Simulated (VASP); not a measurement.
# Gd (P6_3/mmc) in VASP: single point with PBE

Aim: the single point of Gd with PBE.

All numbers are computed with VASP 6.6.1; they aren't measurements. Logs are shortened: lines on timing, memory, paths and dates and some standing lists are left out, and cuts for length are marked.

## (1) The cell of the first run

The structure is hexagonal, space group P6_3/mmc (No. 194). The conventional cell has a = 3.647 Å, b = 3.647 Å, c = 5.831 Å, α = 90.00°, β = 90.00°, γ = 120.00°. Gd (site symmetry -6m2) has 12 Gd at 3.60 to 3.65 Å within 4.7 Å.

## (2) Single point, PBE, collinear spin, ferromagnetic start

The input, INCAR:

```
PREC = Accurate ; ENCUT = 520
EDIFF = 1E-7 ; ISMEAR = -1
SIGMA = 0.05 ; LREAL = False
LASPH = True ; NELM = 150
ALGO = Normal ; ISIF = 2
LWAVE = False ; LCHARG = False
ISPIN = 2 ; MAGMOM = 7 7
LORBIT = 11 ; LMAXMIX = 6
GGA = PE ; NBANDS = 29
```

The input, KPOINTS:

```
regular mesh
0
Gamma
  10 10 6
```

The input, POSCAR:

```
Gd
1.0
    3.6469632026      0.0000000000      0.0000000000
   -1.8234816013      3.1583627801      0.0000000000
    0.0000000000      0.0000000000      5.8314756757
Gd
2
Direct
    0.3333333333      0.6666666667      0.2500000000
    0.6666666667      0.3333333333      0.7500000000
```

Potentials or basis: VASP PAW PBE potentials, release 64 (Gd).

Launch:

```
$ cat potpaw_PBE.64/Gd/POTCAR > POTCAR
$ mpirun -np 1 vasp_std > vasp.out
```

OUTCAR:

```text
PREC = Accurate
   ENCUT = 520
   EDIFF = 1E-7
   ISMEAR = -1
   LREAL = False
   LASPH = True
   NELM = 150
   ISIF = 2
   ISPIN = 2
   LORBIT = 11
   GGA = PE

 ion  position               nearest neighbor table
   1  0.333  0.667  0.250-
   2  0.667  0.333  0.750-

  LATTYP: Found a hexagonal cell.
 ALAT       =     3.6469632026
 C/A-ratio  =     1.5989949313

  Lattice vectors:

 A1 = (   3.6469632026,   0.0000000000,   0.0000000000)
 A2 = (  -1.8234816013,   3.1583627801,   0.0000000000)
 A3 = (   0.0000000000,   0.0000000000,   5.8314756757)

Analysis of symmetry for initial positions (statically):
=====================================================================
 Subroutine PRICEL returns:
 Original cell was already a primitive cell.

 Routine SETGRP: Setting up the symmetry group for a
 hexagonal supercell.

 Subroutine GETGRP returns: Found 24 space group operations
 (whereof 12 operations were pure point group operations)
 out of a pool of 24 trial point group operations.

The static configuration has the point symmetry D_3d.
 The point group associated with its full space group is D_6h.

Analysis of symmetry for dynamics (positions and initial velocities):
=====================================================================
 Subroutine PRICEL returns:
 Original cell was already a primitive cell.

 Routine SETGRP: Setting up the symmetry group for a
 hexagonal supercell.

 Subroutine GETGRP returns: Found 24 space group operations
 (whereof 12 operations were pure point group operations)
 out of a pool of 24 trial point group operations.

The dynamic configuration has the point symmetry D_3d.
 The point group associated with its full space group is D_6h.

Analysis of structural, dynamic, and magnetic symmetry:
=====================================================================
 Subroutine PRICEL returns:
 Original cell was already a primitive cell.

 Routine SETGRP: Setting up the symmetry group for a
 hexagonal supercell.

 Subroutine GETGRP returns: Found 24 space group operations
 (whereof 12 operations were pure point group operations)
 out of a pool of 24 trial point group operations.

The overall configuration has the point symmetry D_3d.
 The point group associated with its full space group is D_6h.

 Subroutine INISYM returns: Found 24 space group operations
 (whereof 12 operations are pure point group operations),
 and found     1 'primitive' translations

----------------------------------------------------------------------------------------

                                     Primitive cell

  volume of cell :      67.1695

  direct lattice vectors                    reciprocal lattice vectors
     3.646963203  0.000000000  0.000000000     0.274200738  0.158309870  0.000000000
    -1.823481601  3.158362780  0.000000000     0.000000000  0.316619739  0.000000000
     0.000000000  0.000000000  5.831475676     0.000000000  0.000000000  0.171483181

  length of vectors
     3.646963203  3.646963203  5.831475676     0.316619739  0.316619739  0.171483181

  position of ions in fractional coordinates (direct lattice)
     0.333333333  0.666666667  0.250000000
     0.666666667  0.333333333  0.750000000

  ion indices of the primitive-cell ions
   primitive index   ion index
                 1           1
                 2           2

----------------------------------------------------------------------------------------

 KPOINTS: regular mesh

Automatic generation of k-mesh.
 Grid dimensions read from file:
 generate k-points for:   10   10    6

 Generating k-lattice:

  Cartesian coordinates                     Fractional coordinates (reciprocal lattice)
     0.027420074  0.015830987  0.000000000     0.100000000  0.000000000  0.000000000
     0.000000000  0.031661974  0.000000000     0.000000000  0.100000000  0.000000000
     0.000000000  0.000000000  0.028580530     0.000000000  0.000000000  0.166666667

  Length of vectors
     0.031661974  0.031661974  0.028580530

  Shift w.r.t. Gamma in fractional coordinates (k-lattice)
     0.000000000  0.000000000  0.000000000

 Subroutine IBZKPT returns following result:
 ===========================================

 Found     56 irreducible k-points:

 Following reciprocal coordinates:
            Coordinates               Weight
  0.000000  0.000000  0.000000      1.000000
  0.100000  0.000000  0.000000      6.000000
  0.200000  0.000000  0.000000      6.000000
  0.300000  0.000000  0.000000      6.000000
  0.400000  0.000000  0.000000      6.000000
  0.500000 -0.000000  0.000000      3.000000
[... 16 lines left out ...]
  0.300000  0.100000  0.166667     24.000000
  0.400000  0.100000  0.166667     24.000000
 [... further k-points ...]
   k-points           NKPTS =     56   k-points in BZ     NKDIM =     56   number of bands    NBANDS=     29
   number of dos      NEDOS =    301   number of ions     NIONS =      2
   total plane-waves  NPLWV =  37632
   dimension x,y,z NGX =    28 NGY =   28 NGZ =   48
   dimension x,y,z NGXF=    56 NGYF=   56 NGZF=   96
   ions per type =               2
   NGX,Y,Z   is equivalent  to a cutoff of  12.76, 12.76, 13.68 a.u.
   NGXF,Y,Z  is equivalent  to a cutoff of  25.53, 25.53, 27.37 a.u.
 SYSTEM =  unknown system
   PREC   = accura    normal or accurate (medium, high low for compatibility)
   ISTART =      0    job   : 0-new  1-cont  2-samecut
   ICHARG =      2    charge: 1-file 2-atom 10-const
   ISPIN  =      2    spin polarized calculation?
   LNONCOLLINEAR =      F non collinear calculations
   LSORBIT =      F    spin-orbit coupling
   LASPH  =      T    aspherical Exc in radial PAW
   ENCUT  =  520.0 eV  38.22 Ry    6.18 a.u.   6.78  6.78 10.84*2*pi/ulx,y,z
   NELM   =    150;   NELMIN=  2; NELMDL= -5     # of ELM steps
   EDIFF  = 0.1E-06   stopping-criterion for ELM
   LREAL  =      F    real-space projection
   EDIFFG = 0.1E-05   stopping-criterion for IOM
   NSW    =      0    number of steps for IOM
   IBRION =     -1    ionic relax: 0-MD 1-quasi-New 2-CG
   NFREE  =      0    steps in history (QN), initial steepest desc. (CG)
   ISIF   =      2    stress and relaxation
   ISYM   =      2    0-nonsym 1-usesym 2-fastsym
   POTIM  = 0.5000    time-step for ionic-motion
   TEBEG  =    0.0;   TEEND  =   0.0 temperature during run
   PSTRESS=    0.0 pullay stress
   NELECT =      36.0000    total number of electrons
   NUPDOWN=      -1.0000    fix difference up-down
   EMIN   =  10.00;   EMAX   =-10.00  energy-range for DOS
   EFERMI =   0.00;   METHOD = LEGACY
   ISMEAR =    -1;   SIGMA  =   0.05  broadening in eV -4-tet -1-fermi 0-gaus
   EFERMI_NEDOS =   21; number of points for ismear=-14 and -15
   IALGO  =     38    algorithm
   IMIX   =      4    mixing-type and parameters
     AMIX     =   0.40;   BMIX     =  1.00
     AMIX_MAG =   1.60;   BMIX_MAG =  1.00
  volume/ion in A,a.u.               =      33.58       226.64
  Fermi-wavevector in a.u.,A,eV,Ry     =   1.329796  2.512950 24.059965  1.768358
  Thomas-Fermi vector in A             =   2.458931
   LORBIT       =     11    0 simple, 1 ext, 2 COOP (PROOUT), +10 PAW based schemes
   GGA     = PE    functional components
   LHFCALC =     F    Hartree Fock is set to
   AEXX    =    0.0000 exact exchange contribution
   IVDW    =     0    specifies the selected vdW correction
   LEPSILON=     F    determine dielectric tensor
   LRPA    =     F    only Hartree local field effects (RPA)
 spin polarized calculation
  energy-cutoff  :      520.00
  volume of cell :       67.17
 maximum number of plane-waves:      1828
 NGX is ok and might be reduce to    28
   NGX = 13   NGY = 13   NGZ = 21

 number of electron      36.0000010 magnetization      15.3371556

 Free energy of the ion-electron system (eV)
  ---------------------------------------------------
  ext. energy  EPLUGINS =         0.00000000
  ---------------------------------------------------
  free energy    TOTEN  =       -23.42700370 eV

  energy without entropy =      -23.40073435  energy(sigma->0) =      -23.41386902

 E-fermi :   2.8895     XC(G=0):  -9.9050

 val. band max:        2.8852382966   @ k =   0.2000   0.0000   0.0000
 cond. band min:       2.9118125846   @ k =   0.2000   0.1000   0.1667
 fundamental gap:      0.0265742881
 Fermi energy:         2.8895142597

 spin component 1

 k-point     1 :       0.0000    0.0000    0.0000
  band No.  band energies     occupation
      1     -42.4459      1.00000
      2     -42.3825      1.00000
      3     -20.1641      1.00000
      4     -19.5808      1.00000
      5     -19.5808      1.00000
      6     -19.4821      1.00000
[... 21 lines left out ...]
     28       4.3294      0.00000
     29       4.8164      0.00000

 k-point     2 :       0.1000    0.0000    0.0000
  band No.  band energies     occupation
      1     -42.4411      1.00000
      2     -42.3805      1.00000
      3     -20.1433      1.00000
      4     -19.6270      1.00000
      5     -19.5958      1.00000
      6     -19.5304      1.00000
[... 21 lines left out ...]
     28       4.5572      0.00000
     29       4.7196      0.00000

 k-point     3 :       0.2000    0.0000    0.0000
  band No.  band energies     occupation
      1     -42.4285      1.00000
      2     -42.3757      1.00000
      3     -20.0849      1.00000
      4     -19.7477      1.00000
      5     -19.6525      1.00000
      6     -19.6335      1.00000
[... 21 lines left out ...]
     28       4.6802      0.00000
     29       4.7851      0.00000

 k-point     4 :       0.3000    0.0000    0.0000
  band No.  band energies     occupation
      1     -42.4117      1.00000
      2     -42.3708      1.00000
      3     -20.0010      1.00000
      4     -19.8962      1.00000
      5     -19.7957      1.00000
      6     -19.6779      1.00000
[... 597 lines left out ...]
     28       4.1951      0.00000
     29       4.5931      0.00000

 k-point    23 :       0.3000    0.1000    0.1667
  band No.  band energies     occupation
      1     -42.3993      1.00000
      2     -42.3711      1.00000
      3     -20.0168      1.00000
      4     -19.9120      1.00000
      5     -19.8357      1.00000
      6     -19.7069      1.00000
[... 21 lines left out ...]
     28       4.2223      0.00000
     29       4.3046      0.00000

 k-point    24 :       0.4000    0.1000    0.1667
  band No.  band energies     occupation
      1     -42.3882      1.00000
      2     -42.3701      1.00000
      3     -20.0662      1.00000
      4     -19.9649      1.00000
      5     -19.8210      1.00000
      6     -19.7295      1.00000
[... 21 lines left out ...]
     28       4.0587      0.00000
     29       4.5970      0.00000

 [... further k-points ...]

 spin component 2

 k-point     1 :       0.0000    0.0000    0.0000
  band No.  band energies     occupation
      1     -39.1971      1.00000
      2     -39.1173      1.00000
      3     -17.9096      1.00000
      4     -17.1931      1.00000
      5     -17.1931      1.00000
      6     -17.0769      1.00000
[... 21 lines left out ...]
     28       5.5440      0.00000
     29       6.0398      0.00000

 k-point     2 :       0.1000    0.0000    0.0000
  band No.  band energies     occupation
      1     -39.1911      1.00000
      2     -39.1148      1.00000
      3     -17.8843      1.00000
      4     -17.2498      1.00000
      5     -17.2116      1.00000
      6     -17.1361      1.00000
[... 21 lines left out ...]
     28       5.7762      0.00000
     29       5.9671      0.00000

 k-point     3 :       0.2000    0.0000    0.0000
  band No.  band energies     occupation
      1     -39.1751      1.00000
      2     -39.1087      1.00000
      3     -17.8133      1.00000
      4     -17.3979      1.00000
      5     -17.2845      1.00000
      6     -17.2577      1.00000
[... 21 lines left out ...]
     28       5.8944      0.00000
     29       5.9181      0.00000

 k-point     4 :       0.3000    0.0000    0.0000
  band No.  band energies     occupation
      1     -39.1540      1.00000
      2     -39.1025      1.00000
      3     -17.7112      1.00000
      4     -17.5797      1.00000
      5     -17.4562      1.00000
      6     -17.3116      1.00000
[... 597 lines left out ...]
     28       5.3750      0.00000
     29       5.7526      0.00000

 k-point    23 :       0.3000    0.1000    0.1667
  band No.  band energies     occupation
      1     -39.1383      1.00000
      2     -39.1029      1.00000
      3     -17.7261      1.00000
      4     -17.6003      1.00000
      5     -17.5066      1.00000
      6     -17.3472      1.00000
[... 21 lines left out ...]
     28       5.3912      0.00000
     29       5.4120      0.00000

 k-point    24 :       0.4000    0.1000    0.1667
  band No.  band energies     occupation
      1     -39.1243      1.00000
      2     -39.1015      1.00000
      3     -17.7854      1.00000
      4     -17.6591      1.00000
      5     -17.4921      1.00000
      6     -17.3745      1.00000
[... 21 lines left out ...]
     28       5.2774      0.00000
     29       5.6848      0.00000

 [... further k-points ...]
[... 5 lines left out ...]
  --------------------------------------------------------------------------------------
  -------------------------------------------------------------------------------------
  Total       -0.0052335     -0.0052335     -0.0045619      0.0000000      0.0000000     -0.0000000
  in kB       -0.1248335     -0.1248335     -0.1088150      0.0000000      0.0000000     -0.0000000
  external PRESSURE =      -0.1194940 kB  Pullay stress =       0.0000000 kB

 VOLUME and BASIS-vectors are now :
 -----------------------------------------------------------------------------
  energy-cutoff  :      520.00
  volume of cell :       67.17
      direct lattice vectors                 reciprocal lattice vectors
     3.646963203  0.000000000  0.000000000     0.274200738  0.158309870  0.000000000
    -1.823481601  3.158362780  0.000000000     0.000000000  0.316619739  0.000000000
     0.000000000  0.000000000  5.831475676     0.000000000  0.000000000  0.171483181

 POSITION                                       TOTAL-FORCE (eV/Angst)
 -----------------------------------------------------------------------------------
     -0.00000      2.10558      1.45787        -0.000000     -0.000000      0.000000
      1.82348      1.05279      4.37361         0.000000      0.000000      0.000000
 -----------------------------------------------------------------------------------
    total drift:                               -0.000000      0.000000     -0.000000

  FREE ENERGIE OF THE ION-ELECTRON SYSTEM (eV)
  ---------------------------------------------------
  free  energy   TOTEN  =       -23.4270036984 eV

  energy  without entropy=      -23.4007343498  energy(sigma->0) =      -23.41386902

 total charge

# of ion       s       p       d       f       tot
--------------------------------------------------
    1        2.073   5.568   0.566   6.979  15.186
    2        2.073   5.568   0.566   6.979  15.186
--------------------------------------------------
tot          4.146  11.136   1.131  13.958  30.371

 magnetization (x)

# of ion       s       p       d       f       tot
--------------------------------------------------
    1        0.004  -0.052   0.227   6.825   7.004
    2        0.004  -0.052   0.227   6.825   7.004
--------------------------------------------------
tot          0.007  -0.103   0.454  13.650  14.008
```

Wall time 9 min (1 thread of AMD EPYC 9R45 (Zen 5), shared host); peak memory 0.3 GiB.

Results:

- Free energy: -23.4270 eV
- Pressure: 0.0 GPa
- Net moment: 15.34 μB per cell
- Site moments: Gd +7.00 μB
- Valence electrons inside the program's atomic spheres: Gd 15.19

Caveat: spin-orbit coupling is left out, which moves the levels of the heavy elements; semilocal functionals describe open f shells poorly, which spoils levels, moments and volumes. The state reached can hang on the start; a lower one may exist.
